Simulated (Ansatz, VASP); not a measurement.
**PbO in VASP and in Ansatz**

File INCAR:

```
PREC = Accurate
ENCUT = 520
EDIFF = 1E-7
ISMEAR = 0
SIGMA = 0.02
LREAL = F
LASPH = T
NELM = 60
ALGO = Normal
ISIF = 2
LWAVE = F
LCHARG = F
LDIPOL = T
IDIPOL = 3
DIPOL = 0.5 0.5 0.500
GGA = PE
IVDW = 12
NBANDS = 28
```

KPOINTS

```
Automatic mesh
0
Gamma
  6 6 1
```

The input POSCAR:

```
PbO
1.0
    3.7980000000      0.0000000000      0.0000000000
    0.0000000000      3.7980000000      0.0000000000
    0.0000000000      0.0000000000     30.7493267952
Pb O
2 2
Direct
    0.5000000000      0.0000000000      0.4580316015
    0.0000000000      0.5000000000      0.5419683985
    0.0000000000      0.0000000000      0.5000000000
    0.5000000000      0.5000000000      0.5000000000
```

Input for Ansatz:

```yaml
crystal:
  lattice:
    - [3.798, 0.0, 0.0]
    - [0.0, 3.798, 0.0]
    - [0.0, 0.0, 30.7493267952]
  atoms:
    - { symbol: Pb, position: [0.5, 0.0, 0.4580316015] }
    - { symbol: O, position: [0.0, 0.0, 0.5] }
    - { symbol: O, position: [0.5, 0.5, 0.5] }
    - { symbol: Pb, position: [0.0, 0.5, 0.5419683985] }
  periodic: [true, true, false]
basis:
  ecutwfc: 420
kpoints:
  mp_grid: { grid: [6, 6, 1] }
hamiltonian:
  xc: pbe
  dispersion: d3bj
scf:
  occupations: { method: gaussian, width: 0.02 }
output:
  forces: true
  stress: true
  eigenvalues: true
```

Alike in both runs: task single point; functional PBE; dispersion D3(BJ); k mesh 6 × 6 × 1; occupations gaussian, width 0.02 eV; no spin polarisation.

|  | VASP | Ansatz |
| --- | --- | --- |
| version | VASP 6.6.1 | Ansatz 0.2.0 |
| potentials or method | VASP PAW PBE potentials, release 64 (Pb_d, O), cutoff 520 eV | scalar-relativistic, plane waves, PAW |
| valence electrons in the cell | 40 | 40 |

VASP gave:

| Property | Result |
| --- | --- |
| gap on the k mesh at the Fermi level (eV) | 2.97 |
| least direct gap on the mesh (eV) | 3.18 |
| rms of the force components (eV/Å) | 0.037 |

**Question.** Which values does Ansatz return?

**Answer.** gap on the k mesh at the Fermi level (eV): 2.98; least direct gap on the mesh (eV): 3.19; rms of the force components (eV/Å): 0.055.

Spin-orbit coupling is off throughout.
